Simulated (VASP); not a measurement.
A run of VASP 6.6.1:

INCAR

```
PREC = Accurate ; ENCUT = 520
EDIFF = 1E-6 ; ISMEAR = -1
SIGMA = 0.03 ; LREAL = F
LASPH = T ; NELM = 150
ALGO = Normal ; ISIF = 2
LWAVE = F ; LCHARG = F
ISPIN = 2 ; MAGMOM = 3 3 3 0
LORBIT = 11 ; LMAXMIX = 4
GGA = PS ; NBANDS = 31
```

Contents of KPOINTS:

```
regular mesh
0
Gamma
  9 9 9
```

File POSCAR:

```
Fe3Ge
1.0
    3.7786618994      0.0000000000      0.0000000000
    0.0000000000      3.7786618994      0.0000000000
    0.0000000000      0.0000000000      3.7786618994
Fe Ge
3 1
Direct
    0.0000000000      0.5000000000      0.5000000000
    0.5000000000      0.5000000000      0.0000000000
    0.5000000000      0.0000000000      0.5000000000
    0.0000000000      0.0000000000      0.0000000000
```

Potentials or basis: VASP PAW PBE potentials, release 64 (Fe, Ge_d).

Command:

```sh
$ cat potpaw_PBE.64/Fe/POTCAR potpaw_PBE.64/Ge_d/POTCAR > POTCAR
$ mpirun -np 1 vasp_std > vasp.out
```

Hardware: 1 thread of Intel Xeon 8259CL (shared host).

Task: Estimate the wall time of this run.

Result: Run time: 97 s on 1 thread of Intel Xeon 8259CL, with other jobs on the host, peak memory 0.23 GiB. Counts: scf iterations 13, k points 35.
